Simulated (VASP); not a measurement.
# HfN (I4/mmm) in VASP: further runs

The runs below take HfN through single point, with PBE.

Everything below comes from runs of VASP 6.6.1. Logs are shortened: lines on timing, memory, paths and dates and some standing lists are left out, and cuts for length are marked.

## Step 1: The cell of the first run

Symmetry: I4/mmm, No. 139, tetragonal system. Conventional cell: a = 3.067 Å, b = 3.067 Å, c = 4.699 Å, α = 90.00°, β = 90.00°, γ = 90.00°. Within 2.9 Å of Hf (site symmetry 4/mmm) lie 6 N at 2.17 to 2.35 Å. N (site symmetry 4/mmm) has 6 Hf at 2.17 to 2.35 Å within 2.9 Å.

## Step 2: Single point, PBE (strain -0.040 along x and y, +0.040 along z)

INCAR reads:

```
SYSTEM = HfN
PREC     = Accurate       ! precision mode
ENCUT    = 520            ! plane-wave cutoff, eV
EDIFF    = 1E-6           ! SCF threshold, eV
ISMEAR   = 0              ! smearing method
SIGMA    = 0.15           ! smearing width, eV
LREAL    = .FALSE.        ! projectors in reciprocal space
LASPH    = .TRUE.         ! aspherical terms in the spheres
NELM     = 100            ! most SCF steps
ALGO     = Normal         ! electronic algorithm
ISIF     = 2              ! what is computed and relaxed
LWAVE    = .FALSE.        ! write WAVECAR
LCHARG   = .TRUE.         ! write CHGCAR
GGA      = PE             ! functional
LELF     = .TRUE.         ! ELF
LVHAR    = .TRUE.       
NBANDS   = 14             ! bands
```

KPOINTS reads:

```
Automatic mesh
0
G
  18 18 18
  0 0 0
```

POSCAR reads:

```
HfN
1.0
    0.0000000000      2.1686400000      2.3493600000
    2.1686400000      0.0000000000      2.3493600000
    2.1686400000      2.1686400000      0.0000000000
Hf N
1 1
Direct
    0.0000000000      0.0000000000      0.0000000000
    0.5000000000      0.5000000000      0.5000000000
```

Potentials or basis: VASP PAW PBE potentials, release 64 (Hf_pv, N).

On the command line:

```
cat potpaw_PBE.64/Hf_pv/POTCAR potpaw_PBE.64/N/POTCAR > POTCAR
mpirun -np 1 vasp_std > vasp.out
```

OUTCAR:

```text
SYSTEM = HfN
   PREC = Accurate
   ENCUT = 520
   EDIFF = 1E-6
   ISMEAR = 0
   LREAL = .FALSE.
   LASPH = .TRUE.
   NELM = 100
   ISIF = 2
   GGA = PE

 ion  position               nearest neighbor table
   1  0.000  0.000  0.000-   2 2.17   2 2.17   2 2.17   2 2.17   2 2.35   2 2.35
   2  0.500  0.500  0.500-   1 2.17   1 2.17   1 2.17   1 2.17   1 2.35   1 2.35

  LATTYP: Found a body centered tetragonal cell.
 ALAT       =     3.0669200999
 C/A-ratio  =     1.5320646926

  Lattice vectors:

 A1 = (  -2.1686400000,   0.0000000000,   2.3493600000)
 A2 = (   2.1686400000,   0.0000000000,   2.3493600000)
 A3 = (   0.0000000000,   2.1686400000,  -2.3493600000)

Analysis of symmetry for initial positions (statically):
=====================================================================
 Subroutine PRICEL returns:
 Original cell was already a primitive cell.

 Routine SETGRP: Setting up the symmetry group for a
 body centered tetragonal supercell.

 Subroutine GETGRP returns: Found 16 space group operations
 (whereof 16 operations were pure point group operations)
 out of a pool of 16 trial point group operations.

The static configuration has the point symmetry D_4h.

Analysis of symmetry for dynamics (positions and initial velocities):
=====================================================================
 Subroutine PRICEL returns:
 Original cell was already a primitive cell.

 Routine SETGRP: Setting up the symmetry group for a
 body centered tetragonal supercell.

 Subroutine GETGRP returns: Found 16 space group operations
 (whereof 16 operations were pure point group operations)
 out of a pool of 16 trial point group operations.

The dynamic configuration has the point symmetry D_4h.

 Subroutine INISYM returns: Found 16 space group operations
 (whereof 16 operations are pure point group operations),
 and found     1 'primitive' translations

----------------------------------------------------------------------------------------

                                     Primitive cell

  volume of cell :      22.0981

  direct lattice vectors                    reciprocal lattice vectors
     0.000000000  2.168640000  2.349360000    -0.230559245  0.230559245  0.212823918
     2.168640000  0.000000000  2.349360000     0.230559245 -0.230559245  0.212823918
     2.168640000  2.168640000  0.000000000     0.230559245  0.230559245 -0.212823918

  length of vectors
     3.197263183  3.197263183  3.066920100     0.389370197  0.389370197  0.389370197

  position of ions in fractional coordinates (direct lattice)
     0.000000000  0.000000000  0.000000000
     0.500000000  0.500000000  0.500000000

  ion indices of the primitive-cell ions
   primitive index   ion index
                 1           1
                 2           2

----------------------------------------------------------------------------------------

 KPOINTS: Automatic mesh

Automatic generation of k-mesh.
 Grid dimensions read from file:
 generate k-points for:   18   18   18

 Generating k-lattice:

  Cartesian coordinates                     Fractional coordinates (reciprocal lattice)
    -0.012808847  0.012808847  0.011823551     0.055555556  0.000000000  0.000000000
     0.012808847 -0.012808847  0.011823551     0.000000000  0.055555556  0.000000000
     0.012808847  0.012808847 -0.011823551     0.000000000  0.000000000  0.055555556

  Length of vectors
     0.021631678  0.021631678  0.021631678

  Shift w.r.t. Gamma in fractional coordinates (k-lattice)
     0.000000000  0.000000000  0.000000000

 Subroutine IBZKPT returns following result:
 ===========================================

 Found    480 irreducible k-points:

 Following reciprocal coordinates:
            Coordinates               Weight
  0.000000  0.000000  0.000000      1.000000
  0.055556  0.000000  0.000000      8.000000
  0.111111  0.000000  0.000000      8.000000
  0.166667  0.000000  0.000000      8.000000
  0.222222  0.000000  0.000000      8.000000
  0.277778  0.000000  0.000000      8.000000
[... 16 lines left out ...]
 -0.277778  0.055556  0.000000      8.000000
 -0.222222  0.055556  0.000000      8.000000
 [... further k-points ...]
   k-points           NKPTS =    480   k-points in BZ     NKDIM =    480   number of bands    NBANDS=     14
   number of dos      NEDOS =    301   number of ions     NIONS =      2
   total plane-waves  NPLWV =  13824
   dimension x,y,z NGX =    24 NGY =   24 NGZ =   24
   dimension x,y,z NGXF=    48 NGYF=   48 NGZF=   48
   ions per type =               1   1
   NGX,Y,Z   is equivalent  to a cutoff of  12.48, 12.48, 13.01 a.u.
   NGXF,Y,Z  is equivalent  to a cutoff of  24.96, 24.96, 26.02 a.u.
 SYSTEM =  HfN
   PREC   = accura    normal or accurate (medium, high low for compatibility)
   ISTART =      0    job   : 0-new  1-cont  2-samecut
   ICHARG =      2    charge: 1-file 2-atom 10-const
   ISPIN  =      1    spin polarized calculation?
   LNONCOLLINEAR =      F non collinear calculations
   LSORBIT =      F    spin-orbit coupling
   LASPH  =      T    aspherical Exc in radial PAW
   ENCUT  =  520.0 eV  38.22 Ry    6.18 a.u.   5.94  5.94  5.70*2*pi/ulx,y,z
   NELM   =    100;   NELMIN=  2; NELMDL= -5     # of ELM steps
   EDIFF  = 0.1E-05   stopping-criterion for ELM
   LREAL  =      F    real-space projection
   EDIFFG = 0.1E-04   stopping-criterion for IOM
   NSW    =      0    number of steps for IOM
   IBRION =     -1    ionic relax: 0-MD 1-quasi-New 2-CG
   NFREE  =      0    steps in history (QN), initial steepest desc. (CG)
   ISIF   =      2    stress and relaxation
   ISYM   =      2    0-nonsym 1-usesym 2-fastsym
   POTIM  = 0.5000    time-step for ionic-motion
   TEBEG  =    0.0;   TEEND  =   0.0 temperature during run
   PSTRESS=    0.0 pullay stress
   NELECT =      15.0000    total number of electrons
   NUPDOWN=      -1.0000    fix difference up-down
   EMIN   =  10.00;   EMAX   =-10.00  energy-range for DOS
   EFERMI =   0.00;   METHOD = LEGACY
   ISMEAR =     0;   SIGMA  =   0.15  broadening in eV -4-tet -1-fermi 0-gaus
   EFERMI_NEDOS =   21; number of points for ismear=-14 and -15
   IALGO  =     38    algorithm
   IMIX   =      4    mixing-type and parameters
     AMIX     =   0.40;   BMIX     =  1.00
     AMIX_MAG =   1.60;   BMIX_MAG =  1.00
  volume/ion in A,a.u.               =      11.05        74.56
  Fermi-wavevector in a.u.,A,eV,Ry     =   1.438756  2.718854 28.164308  2.070018
  Thomas-Fermi vector in A             =   2.557687
   LORBIT       =      0    0 simple, 1 ext, 2 COOP (PROOUT), +10 PAW based schemes
   GGA     = PE    functional components
   LHFCALC =     F    Hartree Fock is set to
   AEXX    =    0.0000 exact exchange contribution
   IVDW    =     0    specifies the selected vdW correction
   LEPSILON=     F    determine dielectric tensor
   LRPA    =     F    only Hartree local field effects (RPA)
 non-spin polarized calculation
 Gauss-broadening in eV      SIGMA  =   0.15
  energy-cutoff  :      520.00
  volume of cell :       22.10
 maximum number of plane-waves:       636
   NGX = 11   NGY = 11   NGZ = 11

 number of electron      15.0000000 magnetization

 Free energy of the ion-electron system (eV)
  ---------------------------------------------------
  ext. energy  EPLUGINS =         0.00000000
  ---------------------------------------------------
  free energy    TOTEN  =       -21.53342021 eV

  energy without entropy =      -21.52743033  energy(sigma->0) =      -21.53042527

 E-fermi :   8.8070     XC(G=0): -12.9443

 val. band max:        8.7926305892   @ k =   0.4444   0.0000   0.1667
 cond. band min:       8.8098361211   @ k =  -0.1667   0.0000   0.0556
 fundamental gap:      0.0172055319
 Fermi energy:         8.8069831621

 k-point     1 :       0.0000    0.0000    0.0000
  band No.  band energies     occupation
      1     -22.2606      2.00000
      2     -22.1572      2.00000
      3     -22.1572      2.00000
      4      -9.0139      2.00000
      5       5.4323      2.00000
      6       5.8379      2.00000
      7       5.8379      2.00000
      8       7.7996      2.00000
      9       8.7632      1.32005
     10       8.7632      1.32005
     11       9.1075      0.00461
     12      11.4716      0.00000
     13      12.2414      0.00000
     14      18.5076      0.00000

 k-point     2 :       0.0556    0.0000    0.0000
  band No.  band energies     occupation
      1     -22.2754      2.00000
      2     -22.1862      2.00000
      3     -22.1582      2.00000
      4      -8.9334      2.00000
      5       5.1687      2.00000
      6       5.5452      2.00000
      7       5.6359      2.00000
      8       7.9704      2.00000
      9       8.8268      0.85192
     10       8.8563      0.64205
     11       9.3790      0.00000
     12      11.7474      0.00000
     13      12.4606      0.00000
     14      18.7668      0.00000

 k-point     3 :       0.1111    0.0000    0.0000
  band No.  band energies     occupation
      1     -22.3497      2.00000
      2     -22.2362      2.00000
      3     -22.1609      2.00000
      4      -8.7005      2.00000
      5       4.4867      2.00000
      6       4.9450      2.00000
      7       5.1402      2.00000
      8       8.3508      1.99998
      9       8.9576      0.15558
     10       9.1137      0.00383
     11      10.0828      0.00000
     12      12.4791      0.00000
     13      13.0497      0.00000
     14      19.4978      0.00000

 k-point     4 :       0.1667    0.0000    0.0000
  band No.  band energies     occupation
      1     -22.5020      2.00000
      2     -22.2690      2.00000
      3     -22.1651      2.00000
      4      -8.3391      2.00000
      5       3.5890      2.00000
      6       4.3139      2.00000
      7       4.5312      2.00000
      8       8.7912      1.11831
      9       9.2306      0.00007
     10       9.5085      0.00000
     11      10.9868      0.00000
     12      13.4918      0.00000
     13      13.8591      0.00000
     14      20.5610      0.00000

 k-point     5 :       0.2222    0.0000    0.0000
  band No.  band energies     occupation
      1     -22.6921      2.00000
      2     -22.2982      2.00000
      3     -22.1702      2.00000
      4      -7.8840      2.00000
      5       2.6398      2.00000
      6       3.7274      2.00000
      7       3.9258      2.00000
      8       9.1912      0.00029
      9       9.7792      0.00000
     10      10.0221      0.00000
     11      11.9560      0.00000
[... 276 lines left out ...]
 k-point    22 :      -0.3333    0.0556    0.0000
  band No.  band energies     occupation
      1     -23.1329      2.00000
      2     -22.3925      2.00000
      3     -22.1702      2.00000
      4      -6.6156      2.00000
      5       0.6143      2.00000
      6       2.6737      2.00000
      7       2.7362      2.00000
      8      10.3543      0.00000
      9      11.2909      0.00000
     10      12.2960      0.00000
     11      13.2491      0.00000
     12      16.3350      0.00000
     13      17.9537      0.00000
     14      21.2020      0.00000

 k-point    23 :      -0.2778    0.0556    0.0000
  band No.  band energies     occupation
      1     -22.9744      2.00000
      2     -22.3700      2.00000
      3     -22.1620      2.00000
      4      -7.0892      2.00000
      5       1.3549      2.00000
      6       3.0153      2.00000
      7       3.1148      2.00000
      8       9.7653      0.00000
      9      10.6397      0.00000
     10      11.4598      0.00000
     11      12.4206      0.00000
     12      16.0654      0.00000
     13      16.9122      0.00000
     14      21.2180      0.00000

 k-point    24 :      -0.2222    0.0556    0.0000
  band No.  band energies     occupation
      1     -22.7876      2.00000
      2     -22.3435      2.00000
      3     -22.1555      2.00000
      4      -7.5918      2.00000
      5       2.2179      2.00000
      6       3.4700      2.00000
      7       3.5890      2.00000
      8       9.3387      0.00000
      9      10.0341      0.00000
     10      10.5939      0.00000
     11      11.4679      0.00000
     12      15.4573      0.00000
     13      15.7496      0.00000
     14      21.2262      0.00000

 [... further k-points ...]

------------------------ aborting loop because EDIFF is reached ----------------------------------------

  FORCE on cell =-STRESS in cart. coord.  units (eV):
  Direction    XX          YY          ZZ          XY          YZ          ZX
  --------------------------------------------------------------------------------------
  -------------------------------------------------------------------------------------
  Total        4.8873809      4.8873809     -1.2260039      0.0000000     -0.0000000     -0.0000000
  in kB      354.3498689    354.3498689    -88.8889835      0.0000000     -0.0000000     -0.0000000
  external PRESSURE =     206.6035848 kB  Pullay stress =       0.0000000 kB

 VOLUME and BASIS-vectors are now :
 -----------------------------------------------------------------------------
  energy-cutoff  :      520.00
  volume of cell :       22.10
      direct lattice vectors                 reciprocal lattice vectors
     0.000000000  2.168640000  2.349360000    -0.230559245  0.230559245  0.212823918
     2.168640000  0.000000000  2.349360000     0.230559245 -0.230559245  0.212823918
     2.168640000  2.168640000  0.000000000     0.230559245  0.230559245 -0.212823918

 POSITION                                       TOTAL-FORCE (eV/Angst)
 -----------------------------------------------------------------------------------
      0.00000      0.00000      0.00000        -0.000000      0.000000     -0.000000
      2.16864      2.16864      2.34936         0.000000     -0.000000      0.000000
 -----------------------------------------------------------------------------------
    total drift:                                0.000000     -0.000000     -0.000000

  FREE ENERGIE OF THE ION-ELECTRON SYSTEM (eV)
  ---------------------------------------------------
  free  energy   TOTEN  =       -21.5334202051 eV

  energy  without entropy=      -21.5274303299  energy(sigma->0) =      -21.53042527
```

Wall time 4.2 min (1 thread of Intel Xeon 8259CL, shared host); peak memory 0.27 GiB.

Results:

```
Free energy            : -21.5334 eV
Pressure               : 20.7 GPa
Band gap on the k mesh : zero (an odd number of electrons rules out a gap without spin polarisation)
```

Caveat: the cell differs from its parent crystal (strain -0.040 along x and y, +0.040 along z); the stress differs along the axes, from -9 to 35 GPa; spin-orbit coupling is left out, which moves the levels of the heavy elements; an odd number of electrons without spin polarisation forces a metal; a magnetic or distorted state may lie lower.

(Continued in part 2 of 2.)
